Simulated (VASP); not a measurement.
# AlRu (P4/mmm) in VASP: further runs

AlRu is run at these levels: PBE; tasks: single point.

Program: VASP 6.6.1. These are calculated values, not measurements. Logs are shortened: lines on timing, memory, paths and dates and some standing lists are left out, and cuts for length are marked.

## Step 1: The cell of the first run

It takes space group P4/mmm (No. 123, tetragonal). The conventional cell has a = 3.036 Å, b = 3.036 Å, c = 2.902 Å, α = 90.00°, β = 90.00°, γ = 90.00°. Within 3.4 Å of Al (site symmetry 4/mmm) lie 8 Ru at 2.59 Å and 6 Al at 2.90 to 3.04 Å. Ru (site symmetry 4/mmm) has 8 Al at 2.59 Å and 6 Ru at 2.90 to 3.04 Å within 3.4 Å.

## Step 2: Single point, PBE (strain +0.015 along x and y, -0.030 along z)

File INCAR:

```
SYSTEM = AlRu
PREC = Accurate
ENCUT = 520
EDIFF = 1E-6
ISMEAR = 0
SIGMA = 0.15
LREAL = .FALSE.
LASPH = .TRUE.
NELM = 80
ALGO = Fast
ISIF = 2
LWAVE = .FALSE.
LCHARG = .FALSE.
GGA = PE
NBANDS = 16
```

File KPOINTS:

```
Automatic mesh
0
G
  16 16 16
  0 0 0
```

File POSCAR:

```
AlRu
1.0
    3.0364740000      0.0000000000      0.0000000000
    0.0000000000      3.0364740000      0.0000000000
    0.0000000000      0.0000000000      2.9018520000
Al Ru
1 1
Direct
    0.0000000000      0.0000000000      0.0000000000
    0.5000000000      0.5000000000      0.5000000000
```

Potentials or basis: VASP PAW PBE potentials, release 64 (Al, Ru_pv).

Run with:

```bash
> cat potpaw_PBE.64/Al/POTCAR potpaw_PBE.64/Ru_pv/POTCAR > POTCAR
> mpirun -np 1 vasp_std > vasp.out
```

OUTCAR:

```text
SYSTEM = AlRu
   PREC = Accurate
   ENCUT = 520
   EDIFF = 1E-6
   ISMEAR = 0
   LREAL = .FALSE.
   LASPH = .TRUE.
   NELM = 80
   ISIF = 2
   GGA = PE

 ion  position               nearest neighbor table
   1  0.000  0.000  0.000-   2 2.59   2 2.59   2 2.59   2 2.59   2 2.59   2 2.59   2 2.59   2 2.59

   2  0.500  0.500  0.500-   1 2.59   1 2.59   1 2.59   1 2.59   1 2.59   1 2.59   1 2.59   1 2.59

  LATTYP: Found a simple tetragonal cell.
 ALAT       =     3.0364740000
 C/A-ratio  =     0.9556650246

  Lattice vectors:

 A1 = (   3.0364740000,   0.0000000000,   0.0000000000)
 A2 = (   0.0000000000,   3.0364740000,   0.0000000000)
 A3 = (   0.0000000000,   0.0000000000,   2.9018520000)

Analysis of symmetry for initial positions (statically):
=====================================================================
 Subroutine PRICEL returns:
 Original cell was already a primitive cell.

 Routine SETGRP: Setting up the symmetry group for a
 simple tetragonal supercell.

 Subroutine GETGRP returns: Found 16 space group operations
 (whereof 16 operations were pure point group operations)
 out of a pool of 16 trial point group operations.

The static configuration has the point symmetry D_4h.

Analysis of symmetry for dynamics (positions and initial velocities):
=====================================================================
 Subroutine PRICEL returns:
 Original cell was already a primitive cell.

 Routine SETGRP: Setting up the symmetry group for a
 simple tetragonal supercell.

 Subroutine GETGRP returns: Found 16 space group operations
 (whereof 16 operations were pure point group operations)
 out of a pool of 16 trial point group operations.

The dynamic configuration has the point symmetry D_4h.

 Subroutine INISYM returns: Found 16 space group operations
 (whereof 16 operations are pure point group operations),
 and found     1 'primitive' translations

----------------------------------------------------------------------------------------

                                     Primitive cell

  volume of cell :      26.7556

  direct lattice vectors                    reciprocal lattice vectors
     3.036474000  0.000000000  0.000000000     0.329329347  0.000000000  0.000000000
     0.000000000  3.036474000  0.000000000     0.000000000  0.329329347  0.000000000
     0.000000000  0.000000000  2.901852000     0.000000000  0.000000000  0.344607513

  length of vectors
     3.036474000  3.036474000  2.901852000     0.329329347  0.329329347  0.344607513

  position of ions in fractional coordinates (direct lattice)
     0.000000000  0.000000000  0.000000000
[... 76 lines left out ...]
   ENCUT  =  520.0 eV  38.22 Ry    6.18 a.u.   5.65  5.65  5.40*2*pi/ulx,y,z
   NELM   =     80;   NELMIN=  2; NELMDL= -5     # of ELM steps
   EDIFF  = 0.1E-05   stopping-criterion for ELM
   LREAL  =      F    real-space projection
   EDIFFG = 0.1E-04   stopping-criterion for IOM
   NSW    =      0    number of steps for IOM
   IBRION =     -1    ionic relax: 0-MD 1-quasi-New 2-CG
   NFREE  =      0    steps in history (QN), initial steepest desc. (CG)
   ISIF   =      2    stress and relaxation
   ISYM   =      2    0-nonsym 1-usesym 2-fastsym
   POTIM  = 0.5000    time-step for ionic-motion
   TEBEG  =    0.0;   TEEND  =   0.0 temperature during run
   PSTRESS=    0.0 pullay stress
   NELECT =      17.0000    total number of electrons
   NUPDOWN=      -1.0000    fix difference up-down
   EMIN   =  10.00;   EMAX   =-10.00  energy-range for DOS
   EFERMI =   0.00;   METHOD = LEGACY
   ISMEAR =     0;   SIGMA  =   0.15  broadening in eV -4-tet -1-fermi 0-gaus
   EFERMI_NEDOS =   21; number of points for ismear=-14 and -15
   IALGO  =     68    algorithm
   IMIX   =      4    mixing-type and parameters
     AMIX     =   0.40;   BMIX     =  1.00
     AMIX_MAG =   1.60;   BMIX_MAG =  1.00
  volume/ion in A,a.u.               =      13.38        90.28
  Fermi-wavevector in a.u.,A,eV,Ry     =   1.407407  2.659613 26.950341  1.980794
  Thomas-Fermi vector in A             =   2.529669
   LORBIT       =      0    0 simple, 1 ext, 2 COOP (PROOUT), +10 PAW based schemes
   GGA     = PE    functional components
   LHFCALC =     F    Hartree Fock is set to
   AEXX    =    0.0000 exact exchange contribution
   IVDW    =     0    specifies the selected vdW correction
   LEPSILON=     F    determine dielectric tensor
   LRPA    =     F    only Hartree local field effects (RPA)
 non-spin polarized calculation
 RMM-DIIS sequential band-by-band and
 Gauss-broadening in eV      SIGMA  =   0.15
  energy-cutoff  :      520.00
  volume of cell :       26.76
 maximum number of plane-waves:       734
 NGX is ok and might be reduce to    24
   NGX = 11   NGY = 11   NGZ = 11

 number of electron      17.0000005 magnetization

 Free energy of the ion-electron system (eV)
  ---------------------------------------------------
  ext. energy  EPLUGINS =         0.00000000
  ---------------------------------------------------
  free energy    TOTEN  =       -14.24372927 eV

  energy without entropy =      -14.22520621  energy(sigma->0) =      -14.23446774

 E-fermi :  10.7560     XC(G=0): -12.5691

 val. band max:       10.7543285607   @ k =   0.3750   0.2500   0.5000
 cond. band min:      10.7580186268   @ k =   0.4375   0.4375   0.1250
 fundamental gap:      0.0036900661
 Fermi energy:        10.7560177274

 k-point     1 :       0.0000    0.0000    0.0000
  band No.  band energies     occupation
      1     -31.0533      2.00000
      2     -31.0533      2.00000
      3     -30.9964      2.00000
      4       1.0455      2.00000
      5       7.1477      2.00000
      6       7.1559      2.00000
[... 433 lines left out ...]
      3     -30.9798      2.00000
      4       5.0073      2.00000
      5       5.1706      2.00000
      6       8.0259      2.00000
[... 8 lines left out ...]
     15      23.6628      0.00000
     16      25.3259      0.00000

 [... further k-points ...]
[... 5 lines left out ...]
  --------------------------------------------------------------------------------------
  -------------------------------------------------------------------------------------
  Total        0.0334185      0.0334185      1.4159958      0.0000000      0.0000000      0.0000000
  in kB        2.0011638      2.0011638     84.7926410      0.0000000      0.0000000      0.0000000
  external PRESSURE =      29.5983229 kB  Pullay stress =       0.0000000 kB

 VOLUME and BASIS-vectors are now :
 -----------------------------------------------------------------------------
  energy-cutoff  :      520.00
  volume of cell :       26.76
      direct lattice vectors                 reciprocal lattice vectors
     3.036474000  0.000000000  0.000000000     0.329329347  0.000000000  0.000000000
     0.000000000  3.036474000  0.000000000     0.000000000  0.329329347  0.000000000
     0.000000000  0.000000000  2.901852000     0.000000000  0.000000000  0.344607513

 POSITION                                       TOTAL-FORCE (eV/Angst)
 -----------------------------------------------------------------------------------
      0.00000      0.00000      0.00000         0.000000      0.000000      0.000000
      1.51824      1.51824      1.45093         0.000000      0.000000      0.000000
 -----------------------------------------------------------------------------------
    total drift:                                0.000000     -0.000000     -0.000000

  FREE ENERGIE OF THE ION-ELECTRON SYSTEM (eV)
  ---------------------------------------------------
  free  energy   TOTEN  =       -14.2437292670 eV

  energy  without entropy=      -14.2252062095  energy(sigma->0) =      -14.23446774
```

OSZICAR:

```text
N       E                     dE             d eps       ncg     rms          rms(c)
DAV:   1     0.116583600800E+03    0.11658E+03   -0.91913E+03 13264   0.990E+02
DAV:   2    -0.129986831994E+02   -0.12958E+03   -0.12351E+03 15352   0.293E+02
DAV:   3    -0.149011512312E+02   -0.19025E+01   -0.18961E+01 16616   0.370E+01
DAV:   4    -0.149152406178E+02   -0.14089E-01   -0.14070E-01 16288   0.335E+00
DAV:   5    -0.149154433690E+02   -0.20275E-03   -0.20243E-03 15784   0.385E-01    0.123E+01
RMM:   6    -0.143282251061E+02    0.58722E+00   -0.19957E+00 13270   0.110E+01    0.238E+00
RMM:   7    -0.142581741595E+02    0.70051E-01   -0.12610E-01 13575   0.287E+00    0.200E+00
RMM:   8    -0.142439087736E+02    0.14265E-01   -0.15078E-02 14289   0.917E-01    0.190E-01
RMM:   9    -0.142437336496E+02    0.17512E-03   -0.10869E-03 14711   0.274E-01    0.122E-01
RMM:  10    -0.142437292399E+02    0.44097E-05   -0.12302E-04 15415   0.103E-01    0.201E-02
RMM:  11    -0.142437297796E+02   -0.53967E-06   -0.29013E-05 15393   0.451E-02    0.191E-02
RMM:  12    -0.142437292670E+02    0.51260E-06   -0.76283E-06 14513   0.233E-02
   1 F= -.14243729E+02 E0= -.14234468E+02  d E =-.185231E-01
```

Wall time 66 s (1 thread of Intel Xeon Platinum 8488C (Sapphire Rapids), shared host); peak memory 0.27 GiB.

What came out:

* Free energy: -14.2437 eV
* Pressure: 3.0 GPa

Caveat: the cell differs from its parent crystal (strain +0.015 along x and y, -0.030 along z).

## Step 3: Single point, PBE (strain +0.000 along x and y, +0.015 along z)

File INCAR:

```
SYSTEM = AlRu
ALGO     = Fast           ! electronic algorithm
EDIFF    = 1E-6           ! SCF threshold, eV
ENCUT    = 520            ! plane-wave cutoff, eV
GGA      = PE             ! functional
ISIF     = 2              ! what is computed and relaxed
ISMEAR   = 0              ! smearing method
LASPH    = .True.         ! aspherical terms in the spheres
LCHARG   = .True.         ! write CHGCAR
LELF     = .True.         ! ELF
LREAL    = .False.        ! projectors in reciprocal space
LVHAR    = .True.       
LWAVE    = .False.        ! write WAVECAR
NBANDS   = 16             ! bands
NELM     = 60             ! most SCF steps
PREC     = Accurate       ! precision mode
SIGMA    = 0.15           ! smearing width, eV
```

File KPOINTS:

```
k-points
0
Gamma
  16 16 16
  0 0 0
```

File POSCAR:

```
AlRu
1.0
    2.9916000000      0.0000000000      0.0000000000
    0.0000000000      2.9916000000      0.0000000000
    0.0000000000      0.0000000000      3.0364740000
Al Ru
1 1
Direct
    0.0000000000      0.0000000000      0.0000000000
    0.5000000000      0.5000000000      0.5000000000
```

Potentials or basis: VASP PAW PBE potentials, release 64 (Al, Ru_pv).

Run with:

```bash
> cat potpaw_PBE.64/Al/POTCAR potpaw_PBE.64/Ru_pv/POTCAR > POTCAR
> mpirun -np 1 vasp_std > vasp.out
```

It took 78 s on 1 thread of Intel Xeon Platinum 8488C (Sapphire Rapids), shared host; peak memory 0.27 GiB.

Results (log left out):

| Property | Result |
| --- | --- |
| Free energy | -14.2651 eV |
| Pressure | -0.5 GPa |

Stress tensor (GPa, compression positive):
```
 0.33  0.00  0.00
 0.00  0.33  0.00
 0.00  0.00 -2.11
```

Levels at points of the mesh, in eV from the Fermi level:
```
           k point  band 6  band 7  band 8  band 9  band 10  band 11  band 12  band 13
(0.00, 0.00, 0.00)   -3.50    0.13    0.13    0.22     5.69     6.14     6.14    10.84
(0.50, 0.00, 0.00)   -2.70   -1.70   -1.53    0.39     2.30     7.43    10.68    11.07
(0.50, 0.50, 0.00)   -1.32   -1.32   -1.24   -1.24     1.55     5.33     6.13    10.24
(0.00, 0.00, 0.50)   -2.76   -1.52   -1.52    0.45     2.06     7.45    11.06    11.06
(0.50, 0.00, 0.50)   -1.45   -1.35   -1.13   -1.09     1.45     5.14     6.04    10.57
(0.50, 0.50, 0.50)   -4.56    1.52    1.63    2.47     4.03     4.12     4.12     8.31
```

Caveat: the cell differs from its parent crystal (strain +0.000 along x and y, +0.015 along z).

## Step 4: Single point, PBE (strain +0.015 along x and y, -0.015 along z)

File INCAR:

```
ALGO     = Fast           # electronic algorithm
EDIFF    = 1E-7           # SCF threshold, eV
ENCUT    = 520            # plane-wave cutoff, eV
GGA      = PE             # functional
ISIF     = 2              # what is computed and relaxed
ISMEAR   = 0              # smearing method
LASPH    = T              # aspherical terms in the spheres
LCHARG   = T              # write CHGCAR
LELF     = T              # ELF
LREAL    = F              # projectors in reciprocal space
LVHAR    = T            
LWAVE    = F              # write WAVECAR
NBANDS   = 16             # bands
NELM     = 80             # most SCF steps
PREC     = Accurate       # precision mode
SIGMA    = 0.15           # smearing width, eV
```

File KPOINTS:

```
k-points
0
Gamma
  16 16 16
```

File POSCAR:

```
AlRu
1.0
    3.0364740000      0.0000000000      0.0000000000
    0.0000000000      3.0364740000      0.0000000000
    0.0000000000      0.0000000000      2.9467260000
Al Ru
1 1
Direct
    0.0000000000      0.0000000000      0.0000000000
    0.5000000000      0.5000000000      0.5000000000
```

Run with:

```bash
> cat potpaw_PBE.64/Al/POTCAR potpaw_PBE.64/Ru_pv/POTCAR > POTCAR
> mpirun -np 1 vasp_std > vasp.out
```

Wall time 66 s (1 thread of Intel Xeon Platinum 8488C (Sapphire Rapids), shared host); peak memory 0.28 GiB.

The run converged. Its results:

| Property | Result |
| --- | --- |
| Free energy | -14.2587 eV |
| Pressure | -0.4 GPa |

Stress tensor (GPa, compression positive):
```
-2.08  0.00  0.00
 0.00 -2.08  0.00
 0.00  0.00  3.05
```

Levels at points of the mesh, in eV from the Fermi level:
```csv
k point,band 7,band 8,band 9,band 10,band 11,band 12
"(0.00, 0.00, 0.00)",0.03,0.22,0.22,5.69,5.69,6.61
"(0.50, 0.00, 0.00)",-1.70,-1.35,0.45,2.05,7.43,10.67
"(0.50, 0.50, 0.00)",-1.49,-0.97,-0.97,1.36,4.92,5.94
"(0.00, 0.00, 0.50)",-1.72,-1.72,0.32,2.55,7.42,10.69
"(0.50, 0.00, 0.50)",-1.30,-1.21,-1.20,1.53,5.36,6.12
"(0.50, 0.50, 0.50)",1.47,1.67,2.47,4.02,4.02,4.21
```

Caveat: the cell differs from its parent crystal (strain +0.015 along x and y, -0.015 along z).

## Step 5: Overview

```tsv
cell	further INCAR settings	gap on the mesh (eV)	pressure (GPa)
a = 3.036, b = 3.036, c = 2.902 Å, 2 atoms	ALGO = Fast; EDIFF = 1e-06; NBANDS = 16	none	3.0
a = 2.992, b = 2.992, c = 3.036 Å, 2 atoms	ALGO = Fast; EDIFF = 1e-06; NBANDS = 16	none	-0.5
a = 3.036, b = 3.036, c = 2.947 Å, 2 atoms	ALGO = Fast; EDIFF = 1e-07; NBANDS = 16	none	-0.4
```

Alike in all rows: task single point; level PBE; potentials or basis VASP PAW PBE potentials, release 64 (Al, Ru_pv); no spin polarisation; k mesh 16 × 16 × 16; cutoff (eV) 520; smearing gaussian 0.15 eV.

Total energies depend on the potentials used, so only differences within one code and one set of settings carry meaning.
